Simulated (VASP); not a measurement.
## Pt: single point with PBEsol

Crystal: Pt.

```
Pt
1.0
    -1.51366    1.51366    1.51366
     1.51366   -1.51366    1.51366
     1.51366    1.51366   -1.51366
Pt
1
Direct
  0.00000 0.00000 0.00000
```

This cell differs from its parent crystal: strain -0.030 along x and y, -0.030 along z.

```json
{"Program": "VASP 6.6.1", "Task": "single point", "Functional": "PBEsol", "Potentials or basis": "VASP PAW PBE potentials, release 64 (Pt)", "Cutoff": "520 eV", "k mesh": "26 × 26 × 26", "Occupations": "gaussian, width 0.15 eV", "Spin": "no spin polarisation", "Dipole correction": "no", "Further INCAR settings": "ALGO = Fast; EDIFF = 1e-07; NBANDS = 11"}
```

* Pressure: 32.1 GPa
* Band gap on the k mesh: zero (band 5 reaches 13.84 eV, above the bottom of band 6 at 11.08 eV)

Levels at points of the mesh, in eV from the Fermi level:
| k point | band 2 | band 3 | band 4 | band 5 | band 6 | band 7 | band 8 | band 9 |
| --- | --- | --- | --- | --- | --- | --- | --- | --- |
| (0.00, 0.00, 0.00) | -4.27 | -4.27 | -4.27 | -1.24 | -1.24 | 16.96 | 16.96 | 16.96 |
| (0.50, 0.00, 0.00) | -6.03 | -1.43 | -0.79 | -0.23 | 1.36 | 7.46 | 13.17 | 16.92 |
| (0.50, 0.50, 0.50) | -7.51 | 0.69 | 0.69 | 0.69 | 7.90 | 7.90 | 7.90 | 14.71 |

It took 31 s on 1 thread of Intel(R) Xeon(R) 6975P-C (Granite Rapids), with other jobs on the host, peak memory 0.19 GiB.

Caveat: the cell differs from its parent crystal (strain -0.030 along x and y, -0.030 along z); the PAW data sets were made with another functional, which shifts forces and pressure a little; spin-orbit coupling is left out, which moves the levels of the heavy elements.
